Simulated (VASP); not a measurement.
A run of VASP 6.6.1:

INCAR

```
SYSTEM = Al
ALGO = Fast ; EDIFF = 1E-7
ENCUT = 520 ; GGA = PE
ISIF = 2 ; ISMEAR = 0
LASPH = .True. ; LCHARG = .False.
LREAL = .False. ; LWAVE = .False.
NBANDS = 8 ; NELM = 100
PREC = Accurate ; SIGMA = 0.1
```

File KPOINTS:

```
k-points
0
Gamma
  18 18 18
  0 0 0
```

File POSCAR:

```
Al
1.0
    0.0000000000      2.0603606060      2.0603606060
    2.0603606060      0.0000000000      2.0603606060
    2.0603606060      2.0603606060      0.0000000000
Al
1
Direct
    0.0000000000      0.0000000000      0.0000000000
```

Potentials or basis: VASP PAW PBE potentials, release 64 (Al).

Command:

```sh
$ cat potpaw_PBE.64/Al/POTCAR > POTCAR
$ mpirun -np 1 vasp_std > vasp.out
```

Hardware: 1 thread of AMD EPYC 9R45 (Zen 5), on a shared host.

Task: Estimate the wall time of this run.

Result: Run time: 16 s on 1 thread of AMD EPYC 9R45 (Zen 5), on a shared host, peak memory 0.11 GiB. Counts: scf iterations 12, k points 195.
